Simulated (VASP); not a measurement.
# Mg (Pm-3n) in VASP: further runs, part 2 of 2

VASP 6.6.1.

## Step 4: Relaxation of cell and atoms, RPBE

This run uses another cell than the first one, of 23.24 Å³/atom, 0.958 times its volume.

INCAR reads:

```
SYSTEM = Mg
ALGO = Normal
EDIFF = 1E-6
EDIFFG = -0.01
ENCUT = 600
GGA = RP
IBRION = 2
ISIF = 3
ISMEAR = -1
LASPH = .TRUE.
LCHARG = .FALSE.
LREAL = .FALSE.
LWAVE = .FALSE.
NELM = 100
NSW = 80
PREC = Accurate
SIGMA = 0.1
```

KPOINTS reads:

```
k-points
0
G
  5 5 5
  0 0 0
```

POSCAR reads:

```
Mg
1.0
    5.7071978321      0.0000000000      0.0000000000
    0.0000000000      5.7071978321      0.0000000000
    0.0000000000      0.0000000000      5.7071978321
Mg
8
Direct
    0.0000000000      0.0000000000      0.0000000000
    0.5000000000      0.5000000000      0.5000000000
    0.2500000000      0.0000000000      0.5000000000
    0.7500000000      0.0000000000      0.5000000000
    0.5000000000      0.2500000000      0.0000000000
    0.5000000000      0.7500000000      0.0000000000
    0.0000000000      0.5000000000      0.2500000000
    0.0000000000      0.5000000000      0.7500000000
```

Potentials or basis: VASP PAW PBE potentials, release 64 (Mg).

The run is started by

```console
$ cat potpaw_PBE.64/Mg/POTCAR > POTCAR
$ mpirun -np 1 vasp_std > vasp.out
```

OUTCAR:

```text
SYSTEM = Mg
   EDIFF = 1E-6
   EDIFFG = -0.01
   ENCUT = 600
   GGA = RP
   IBRION = 2
   ISIF = 3
   ISMEAR = -1
   LASPH = .TRUE.
   LREAL = .FALSE.
   NELM = 100
   NSW = 80
   PREC = Accurate

 ion  position               nearest neighbor table
   1  0.000  0.000  0.000-   3 3.19   4 3.19   5 3.19   6 3.19   7 3.19   8 3.19   3 3.19   4 3.19
                             7 3.19   8 3.19   5 3.19   6 3.19
   2  0.500  0.500  0.500-   3 3.19   4 3.19   5 3.19   6 3.19   7 3.19   8 3.19   5 3.19   6 3.19
                             3 3.19   4 3.19   7 3.19   8 3.19
   3  0.250  0.000  0.500-   4 2.85   4 2.85   1 3.19   1 3.19   2 3.19   2 3.19   5 3.49   6 3.49
                             6 3.49   5 3.49   8 3.49   7 3.49   8 3.49   7 3.49
   4  0.750  0.000  0.500-   3 2.85   3 2.85   1 3.19   1 3.19   2 3.19   2 3.19   5 3.49   6 3.49
                             6 3.49   5 3.49   8 3.49   7 3.49   8 3.49   7 3.49
   5  0.500  0.250  0.000-   6 2.85   6 2.85   1 3.19   2 3.19   2 3.19   1 3.19   3 3.49   4 3.49
                             3 3.49   4 3.49   8 3.49   7 3.49   7 3.49   8 3.49
   6  0.500  0.750  0.000-   5 2.85   5 2.85   1 3.19   2 3.19   2 3.19   1 3.19   3 3.49   4 3.49
                             3 3.49   4 3.49   8 3.49   7 3.49   7 3.49   8 3.49
   7  0.000  0.500  0.250-   8 2.85   8 2.85   1 3.19   2 3.19   1 3.19   2 3.19   3 3.49   4 3.49
                             5 3.49   3 3.49   4 3.49   6 3.49   5 3.49   6 3.49
   8  0.000  0.500  0.750-   7 2.85   7 2.85   1 3.19   2 3.19   1 3.19   2 3.19   3 3.49   4 3.49
                             5 3.49   3 3.49   4 3.49   6 3.49   5 3.49   6 3.49

  LATTYP: Found a simple cubic cell.
 ALAT       =     5.7071978321

  Lattice vectors:

 A1 = (   5.7071978321,   0.0000000000,   0.0000000000)
 A2 = (   0.0000000000,   5.7071978321,   0.0000000000)
 A3 = (   0.0000000000,   0.0000000000,   5.7071978321)

Analysis of symmetry for initial positions (statically):
=====================================================================
 Subroutine PRICEL returns:
 Original cell was already a primitive cell.

 Routine SETGRP: Setting up the symmetry group for a
 simple cubic supercell.

 Subroutine GETGRP returns: Found 48 space group operations
 (whereof 24 operations were pure point group operations)
 out of a pool of 48 trial point group operations.

The static configuration has the point symmetry T_h .
 The point group associated with its full space group is O_h .

Analysis of symmetry for dynamics (positions and initial velocities):
=====================================================================
 Subroutine PRICEL returns:
 Original cell was already a primitive cell.

 Routine SETGRP: Setting up the symmetry group for a
 simple cubic supercell.

 Subroutine GETGRP returns: Found 48 space group operations
 (whereof 24 operations were pure point group operations)
 out of a pool of 48 trial point group operations.

The dynamic configuration has the point symmetry T_h .
 The point group associated with its full space group is O_h .

 Subroutine INISYM returns: Found 48 space group operations
 (whereof 24 operations are pure point group operations),
 and found     1 'primitive' translations

----------------------------------------------------------------------------------------

                                     Primitive cell

  volume of cell :     185.8955

  direct lattice vectors                    reciprocal lattice vectors
     5.707197832  0.000000000  0.000000000     0.175217336  0.000000000  0.000000000
     0.000000000  5.707197832  0.000000000     0.000000000  0.175217336  0.000000000
     0.000000000  0.000000000  5.707197832     0.000000000  0.000000000  0.175217336

  length of vectors
     5.707197832  5.707197832  5.707197832     0.175217336  0.175217336  0.175217336

[... 52 lines left out ...]
  0.200000  0.200000  0.000000     12.000000
  0.400000  0.200000  0.000000     24.000000
  0.400000  0.400000  0.000000     12.000000
  0.200000  0.200000  0.200000      8.000000
  0.400000  0.200000  0.200000     24.000000
  0.400000  0.400000  0.200000     24.000000
  0.400000  0.400000  0.400000      8.000000
   k-points           NKPTS =     10   k-points in BZ     NKDIM =     10   number of bands    NBANDS=     13
   number of dos      NEDOS =    301   number of ions     NIONS =      8
   total plane-waves  NPLWV = 110592
   dimension x,y,z NGX =    48 NGY =   48 NGZ =   48
   dimension x,y,z NGXF=    96 NGYF=   96 NGZF=   96
   ions per type =               8
   NGX,Y,Z   is equivalent  to a cutoff of  13.98, 13.98, 13.98 a.u.
   NGXF,Y,Z  is equivalent  to a cutoff of  27.96, 27.96, 27.96 a.u.
 SYSTEM =  Mg
   PREC   = accura    normal or accurate (medium, high low for compatibility)
   ISTART =      0    job   : 0-new  1-cont  2-samecut
   ICHARG =      2    charge: 1-file 2-atom 10-const
   ISPIN  =      1    spin polarized calculation?
   LNONCOLLINEAR =      F non collinear calculations
   LSORBIT =      F    spin-orbit coupling
   LASPH  =      T    aspherical Exc in radial PAW
   ENCUT  =  600.0 eV  44.10 Ry    6.64 a.u.  11.40 11.40 11.40*2*pi/ulx,y,z
   NELM   =    100;   NELMIN=  2; NELMDL= -5     # of ELM steps
   EDIFF  = 0.1E-05   stopping-criterion for ELM
   LREAL  =      F    real-space projection
   EDIFFG = -.1E-01   stopping-criterion for IOM
   NSW    =     80    number of steps for IOM
   IBRION =      2    ionic relax: 0-MD 1-quasi-New 2-CG
   NFREE  =      1    steps in history (QN), initial steepest desc. (CG)
   ISIF   =      3    stress and relaxation
   ISYM   =      2    0-nonsym 1-usesym 2-fastsym
   POTIM  = 0.5000    time-step for ionic-motion
   TEBEG  =    0.0;   TEEND  =   0.0 temperature during run
   PSTRESS=    0.0 pullay stress
   NELECT =      16.0000    total number of electrons
   NUPDOWN=      -1.0000    fix difference up-down
   EMIN   =  10.00;   EMAX   =-10.00  energy-range for DOS
   EFERMI =   0.00;   METHOD = LEGACY
   ISMEAR =    -1;   SIGMA  =   0.10  broadening in eV -4-tet -1-fermi 0-gaus
   EFERMI_NEDOS =   21; number of points for ismear=-14 and -15
   IALGO  =     38    algorithm
   IMIX   =      4    mixing-type and parameters
     AMIX     =   0.40;   BMIX     =  1.00
     AMIX_MAG =   1.60;   BMIX_MAG =  1.00
  volume/ion in A,a.u.               =      23.24       156.81
  Fermi-wavevector in a.u.,A,eV,Ry     =   0.722812  1.365916  7.108458  0.522457
  Thomas-Fermi vector in A             =   1.812869
   LORBIT       =      0    0 simple, 1 ext, 2 COOP (PROOUT), +10 PAW based schemes
   GGA     = RP    functional components
   LHFCALC =     F    Hartree Fock is set to
   AEXX    =    0.0000 exact exchange contribution
   IVDW    =     0    specifies the selected vdW correction
   LEPSILON=     F    determine dielectric tensor
   LRPA    =     F    only Hartree local field effects (RPA)
 conjugate gradient relaxation of ions
 non-spin polarized calculation
  energy-cutoff  :      600.00
  volume of cell :      185.90
 maximum number of plane-waves:      6226
 NGX is ok and might be reduce to    48
   NGX = 23   NGY = 23   NGZ = 23

--------------------------------------- Ionic step        1  -------------------------------------------

 number of electron      16.0000000 magnetization

 Free energy of the ion-electron system (eV)
  ---------------------------------------------------
  ext. energy  EPLUGINS =         0.00000000
  ---------------------------------------------------
  free energy    TOTEN  =       -10.38925562 eV

  energy without entropy =      -10.28007399  energy(sigma->0) =      -10.33466480

------------------------ aborting loop because EDIFF is reached ----------------------------------------

  FORCE on cell =-STRESS in cart. coord.  units (eV):
  Direction    XX          YY          ZZ          XY          YZ          ZX
  --------------------------------------------------------------------------------------
  -------------------------------------------------------------------------------------
  Total        1.5248392      1.5248392      1.5248392      0.0000000      0.0000000      0.0000000
  in kB       13.1421332     13.1421332     13.1421332      0.0000000      0.0000000      0.0000000
  external PRESSURE =      13.1421332 kB  Pullay stress =       0.0000000 kB
[... 71 lines left out ...]
--------------------------------------- Ionic step        3  -------------------------------------------

 number of electron      16.0000000 magnetization

 Free energy of the ion-electron system (eV)
  ---------------------------------------------------
  ext. energy  EPLUGINS =         0.00000000
  ---------------------------------------------------
  free energy    TOTEN  =       -10.41709636 eV

  energy without entropy =      -10.30550841  energy(sigma->0) =      -10.36130238

 E-fermi :   2.4736     XC(G=0):  -8.2375

 val. band max:        2.3156011497   @ k =   0.2000   0.2000   0.2000
 cond. band min:       2.4741731364   @ k =   0.2000   0.2000   0.2000
 fundamental gap:      0.1585719867
 Fermi energy:         2.4736132374

 k-point     1 :       0.0000    0.0000    0.0000
  band No.  band energies     occupation
      1      -4.2370      2.00000
      2       0.1064      2.00000
      3       0.1064      2.00000
      4       0.1160      2.00000
      5       0.2371      2.00000
      6       0.2371      2.00000
      7       0.2371      2.00000
      8       3.9125      0.00000
      9       3.9125      0.00000
     10       3.9785      0.00000
     11       3.9785      0.00000
     12       3.9785      0.00000
     13       4.5156      0.00000
[... 177 lines left out ...]
  FREE ENERGIE OF THE ION-ELECTRON SYSTEM (eV)
  ---------------------------------------------------
  free  energy   TOTEN  =       -10.4170963602 eV

  energy  without entropy=      -10.3055084066  energy(sigma->0) =      -10.36130238

 reached required accuracy - stopping structural energy minimisation
```

It took 70 s on 1 thread of Intel Xeon Platinum 8259CL at 2.50GHz (Skylake/Cascade Lake), shared host; peak memory 0.33 GiB.

Results:

```yaml
Free_energy: -10.4171 eV
Relaxed_volume: 24.13 Å³/atom
Relaxed_cell: a = 5.779 Å, b = 5.779 Å, c = 5.779 Å, α = 90.00°, β = 90.00°, γ = 90.00°
Space_group_after_relaxing_to_0.05_Å: Pm-3n (No. 223)
Energy_gained_by_relaxing: 3.5 meV/atom
Ionic_steps: 3
Pressure_after_relaxing: 0.0 GPa
Band_gap_on_the_k_mesh: zero (band 8 reaches 3.91 eV, above the bottom of band 9 at 1.77 eV)
```

Step by step:
```tsv
step	energy change (eV)	largest force (eV/Å)	pressure (GPa)	volume (Å³)
1	0.0000	0.0000	1.31	185.90
2	-0.0260	0.0000	0.32	191.07
3	-0.0278	0.0000	-0.02	193.04
```

Final structure:
```yaml
crystal:
  lattice:
    - [5.77935, 0.00000, 0.00000]
    - [0.00000, 5.77935, 0.00000]
    - [0.00000, 0.00000, 5.77935]
  atoms:
    - { symbol: Mg, position: [0.00000, 0.00000, 0.00000] }
    - { symbol: Mg, position: [0.50000, 0.50000, 0.50000] }
    - { symbol: Mg, position: [0.25000, 0.00000, 0.50000] }
    - { symbol: Mg, position: [0.75000, 0.00000, 0.50000] }
    - { symbol: Mg, position: [0.50000, 0.25000, 0.00000] }
    - { symbol: Mg, position: [0.50000, 0.75000, 0.00000] }
    - { symbol: Mg, position: [0.00000, 0.50000, 0.25000] }
    - { symbol: Mg, position: [0.00000, 0.50000, 0.75000] }
```

Caveat: the PAW data sets were made with another functional, which shifts forces and pressure a little.

## Step 5: Overview

| task | cell | k mesh | cutoff (eV) | gap on the mesh (eV) | pressure (GPa) |
| --- | --- | --- | --- | --- | --- |
| single point | a = 5.789 Å, 8 atoms | 5 × 5 × 5 | 520 | none | -0.2 |
| single point | a = 5.789 Å, 8 atoms | 6 × 6 × 6 | 520 | none | -0.2 |
| relaxation of cell and atoms | relaxed from a = 5.707 Å, 8 atoms | 5 × 5 × 5 | 600 | none | 0.0 |

Alike in all rows: level RPBE; potentials or basis VASP PAW PBE potentials, release 64 (Mg); no spin polarisation; smearing fermi-dirac 0.1 eV.

Caveats: the PAW data sets were made with another functional, which shifts forces and pressure a little.

Total energies depend on the potentials used, so only differences within one code and one set of settings carry meaning.
